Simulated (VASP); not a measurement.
# CdS in VASP: notebook, part 2 of 2

VASP 6.6.1.

### 3 Single point, PBEsol (one atom moved)

INCAR

```
SYSTEM = CdS
ALGO = Normal
EDIFF = 1E-6
ENCUT = 520
GGA = PS
ISIF = 2
ISMEAR = 0
LASPH = .TRUE.
LCHARG = .FALSE.
LREAL = .FALSE.
LWAVE = .FALSE.
NBANDS = 26
NELM = 100
PREC = Accurate
SIGMA = 0.05
```

KPOINTS

```
k-points
0
G
  10 8 10
  0 0 0
```

POSCAR

```
CdS
1.0
    3.8984360000      0.0000000000      0.0000000000
    0.0000000000      5.5114920000      0.0000000000
    0.0000000000      0.0000000000      3.8981040000
Cd S
2 2
Direct
    0.5000000000      0.5000000000      0.2815062458
    0.0000000000      0.0000000000      0.7569740000
    0.5000000000      0.0000000000      0.2551630000
    0.0000000000      0.5000000000      0.7448370000
```

Potentials or basis: VASP PAW PBE potentials, release 64 (Cd, S).

Run with:

```
$ cat potpaw_PBE.64/Cd/POTCAR potpaw_PBE.64/S/POTCAR > POTCAR
$ mpirun -np 1 vasp_std > vasp.out
```

OUTCAR:

```text
SYSTEM = CdS
   EDIFF = 1E-6
   ENCUT = 520
   GGA = PS
   ISIF = 2
   ISMEAR = 0
   LASPH = .TRUE.
   LREAL = .FALSE.
   NELM = 100
   PREC = Accurate

 ion  position               nearest neighbor table
   1  0.500  0.500  0.282-   4 2.66   4 2.66   3 2.76   3 2.76   4 2.86   4 2.86
   2  0.000  0.000  0.757-   3 2.75   3 2.75   4 2.76   4 2.76   3 2.76   3 2.76
   3  0.500  0.000  0.255-   2 2.75   2 2.75   1 2.76   1 2.76   2 2.76   2 2.76
   4  0.000  0.500  0.745-   1 2.66   1 2.66   2 2.76   2 2.76   1 2.86   1 2.86

  LATTYP: Found a simple orthorhombic cell.
 ALAT       =     3.8981040000
 B/A-ratio  =     1.0000851696
 C/A-ratio  =     1.4138904452

  Lattice vectors:

 A1 = (   0.0000000000,   0.0000000000,   3.8981040000)
 A2 = (   3.8984360000,   0.0000000000,   0.0000000000)
 A3 = (   0.0000000000,   5.5114920000,   0.0000000000)

Analysis of symmetry for initial positions (statically):
=====================================================================
 Subroutine PRICEL returns:
 Original cell was already a primitive cell.

 Routine SETGRP: Setting up the symmetry group for a
[... 172 lines left out ...]

 E-fermi :   2.6743     XC(G=0): -10.4898

 val. band max:        2.5921706582   @ k =   0.0000   0.0000   0.4000
 cond. band min:       2.7182860388   @ k =   0.5000   0.0000   0.5000
 fundamental gap:      0.1261153805
 Fermi energy:         2.6743352008

 k-point     1 :       0.0000    0.0000    0.0000
  band No.  band energies     occupation
      1     -10.0851      2.00000
      2      -9.2029      2.00000
      3      -5.1229      2.00000
      4      -4.9801      2.00000
      5      -4.9705      2.00000
      6      -4.9667      2.00000
[... 685 lines left out ...]
     25       9.6927      0.00000
     26       9.6964      0.00000

 [... further k-points ...]

------------------------ aborting loop because EDIFF is reached ----------------------------------------

  FORCE on cell =-STRESS in cart. coord.  units (eV):
  Direction    XX          YY          ZZ          XY          YZ          ZX
  --------------------------------------------------------------------------------------
  -------------------------------------------------------------------------------------
  Total       -1.9367283     -2.1640551     -1.9963874      0.0000000      0.0000000      0.0000000
  in kB      -37.0481282    -41.3967150    -38.1893607      0.0000000      0.0000000      0.0000000
  external PRESSURE =     -38.8780680 kB  Pullay stress =       0.0000000 kB

 VOLUME and BASIS-vectors are now :
 -----------------------------------------------------------------------------
  energy-cutoff  :      520.00
  volume of cell :       83.76
      direct lattice vectors                 reciprocal lattice vectors
     3.898436000  0.000000000  0.000000000     0.256513125  0.000000000  0.000000000
     0.000000000  5.511492000  0.000000000     0.000000000  0.181439073  0.000000000
     0.000000000  0.000000000  3.898104000     0.000000000  0.000000000  0.256534972

 POSITION                                       TOTAL-FORCE (eV/Angst)
 -----------------------------------------------------------------------------------
      1.94922      2.75575      1.09734         0.000000      0.000000     -0.191290
      0.00000      0.00000      2.95076         0.000000      0.000000      0.029957
      1.94922      0.00000      0.99465         0.000000      0.000000     -0.049336
      0.00000      2.75575      2.90345         0.000000      0.000000      0.210670
 -----------------------------------------------------------------------------------
    total drift:                                0.000000      0.000000     -0.000009

  FREE ENERGIE OF THE ION-ELECTRON SYSTEM (eV)
  ---------------------------------------------------
  free  energy   TOTEN  =       -13.2190084097 eV

  energy  without entropy=      -13.2189457881  energy(sigma->0) =      -13.21897710
```

OSZICAR:

```text
N       E                     dE             d eps       ncg     rms          rms(c)
DAV:   1     0.246014849195E+03    0.24601E+03   -0.17757E+04  9360   0.131E+03
DAV:   2    -0.126060964062E+01   -0.24728E+03   -0.23725E+03 10170   0.325E+02
DAV:   3    -0.141716167322E+02   -0.12911E+02   -0.12817E+02 11200   0.748E+01
DAV:   4    -0.142872588996E+02   -0.11564E+00   -0.11552E+00 10452   0.672E+00
DAV:   5    -0.142885228230E+02   -0.12639E-02   -0.12639E-02 10970   0.730E-01    0.975E+00
DAV:   6    -0.132605834569E+02    0.10279E+01   -0.18663E+00 11340   0.148E+01    0.821E+00
DAV:   7    -0.132273074368E+02    0.33276E-01   -0.51458E-01  9844   0.405E+00    0.419E+00
DAV:   8    -0.132209482195E+02    0.63592E-02   -0.58781E-02  9834   0.247E+00    0.379E-01
DAV:   9    -0.132189976801E+02    0.19505E-02   -0.10385E-02 10406   0.117E+00    0.868E-02
DAV:  10    -0.132189867293E+02    0.10951E-04   -0.85706E-04 10178   0.274E-01    0.739E-02
DAV:  11    -0.132190064002E+02   -0.19671E-04   -0.81040E-05 10002   0.569E-02    0.698E-02
DAV:  12    -0.132190117638E+02   -0.53635E-05   -0.28226E-05  9986   0.323E-02    0.289E-02
DAV:  13    -0.132190084544E+02    0.33094E-05   -0.11880E-05  9914   0.372E-02    0.525E-03
DAV:  14    -0.132190084097E+02    0.44723E-07   -0.81936E-07  4902   0.864E-03
   1 F= -.13219008E+02 E0= -.13218977E+02  d E =-.626216E-04
```

stdout:

```text
POSCAR found type information on POSCAR CdS
 POSCAR found :  2 types and       4 ions
 scaLAPACK will be used
 -----------------------------------------------------------------------------
|                                                                             |
|                                                                             |
|     You enforced a specific xc type in the INCAR file but a different       |
|     I HOPE YOU KNOW WHAT YOU ARE DOING!                                     |
|                                                                             |
 -----------------------------------------------------------------------------

 LDA part: xc-table for (Slater+PW92), standard interpolation
 POSCAR, INCAR and KPOINTS ok, starting setup
 FFT: planning ... GRIDC
 FFT: planning ... GRID_SOFT
 FFT: planning ... GRID
 WAVECAR not read
 entering main loop
```

It took 2.6 min on 1 thread of AMD EPYC 9R45 (Zen 5), shared host; peak memory 0.39 GiB.

Results:

| Property | Result |
| --- | --- |
| Free energy | -13.2190 eV |
| Pressure | -3.9 GPa |
| Largest force | 0.211 eV/Å |
| Band gap on the k mesh | 0.13 eV |

Forces in eV/Å, atoms in the order of the input:
```
Cd   0.000  0.000 -0.191
Cd   0.000  0.000  0.030
S    0.000  0.000 -0.049
S    0.000  0.000  0.211
```

Stress tensor (GPa, compression positive):
```
-3.70  0.00  0.00
 0.00 -4.14  0.00
 0.00  0.00 -3.82
```

Caveat: the cell differs from its parent crystal (one atom moved); the PAW data sets were made with another functional, which shifts forces and pressure a little. A k mesh can miss the band edges.
